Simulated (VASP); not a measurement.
Runs of VASP 6.6.1 on Se. The structure is that of space group Pm-3m (No. 221), or close to it. The cells are those of the table. This isn't the form of Se at room conditions, which is trigonal, of chains.

```tsv
task	cell	cutoff (eV)	gap on the mesh (eV)	pressure (GPa)
single point	a = 2.904 Å, angles 90.2°, 1 atom	520	none	-6.0
relaxation of shape and atoms at fixed volume	relaxed from a = 2.697 Å, angles 91.8°, 1 atom	600	none	10.8
single point	a = 2.785 Å, angles 90.6°, 1 atom	520	none	2.4
single point	a = 2.841 Å, angles 90.2°, 1 atom	520	none	-2.2
single point	a = 2.868 Å, angles 90.2°, 1 atom	520	none	(b)
single point	a = 2.756 Å, angles 91.3°, 1 atom	520	none	5.3
single point	a = 2.727 Å, angles 91.8°, 1 atom	520	none	(a)
```

Alike in all rows: level r2SCAN; potentials or basis VASP PAW PBE potentials, release 64 (Se); no spin polarisation; k mesh 15 × 15 × 15; smearing gaussian 0.1 eV.

Problem. Fill in the values left out.

Solution. (a) 8.7; (b) -4.0.

Caveats: the PAW data sets were made with another functional, which shifts forces and pressure a little; the cell stands under tension (at least some runs); the cell stands under pressure (at least some runs).

A k mesh can miss the band edges, and the runs leave out spin-orbit coupling on Se.

A gap of «none» marks levels without a gap at the run's occupations.
